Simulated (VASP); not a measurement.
Write the native input for VASP 6.6.1 that does the following.

- Task: single point
- Functional: PBEsol
- Potentials or basis: VASP PAW PBE potentials, release 64 (Te, Nb_sv)
- Cutoff: 520 eV
- k mesh: 7 × 7 × 6
- Occupations: fermi-dirac, width 0.05 eV
- Spin: no spin polarisation
- Dipole correction: no
- Further INCAR settings: ALGO = Normal; EDIFF = 1e-06; NBANDS = 16

The structure of NbTe lies in POSCAR:

```
NbTe
1.0
    3.7770338743      0.0000000000      0.0000000000
   -1.8885169372      3.2710072862      0.0000000000
    0.0000000000      0.0000000000      3.6942110000
Te Nb
1 1
Direct
    0.6666666667      0.3333333333      0.0000000000
    0.0000000000      0.0000000000      0.5000000000
```

These files were run (other wordings do the same):

INCAR

```
ALGO = Normal ; EDIFF = 1E-6
ENCUT = 520 ; GGA = PS
ISIF = 2 ; ISMEAR = -1
LASPH = True ; LCHARG = False
LREAL = False ; LWAVE = False
NBANDS = 16 ; NELM = 100
PREC = Accurate ; SIGMA = 0.05
```

KPOINTS

```
k-points
0
Gamma
  7 7 6
```

Potentials or basis: VASP PAW PBE potentials, release 64 (Te, Nb_sv).

Launch:

```bash
$ cat potpaw_PBE.64/Te/POTCAR potpaw_PBE.64/Nb_sv/POTCAR > POTCAR
$ mpirun -np 1 vasp_std > vasp.out
```

Results of the run:

- Pressure: -8.9 GPa

Caveat: the PAW data sets were made with another functional, which shifts forces and pressure a little.

It took 8.6 s on 1 thread of Intel(R) Xeon(R) 6975P-C (Granite Rapids) (shared host), peak memory 0.16 GiB.
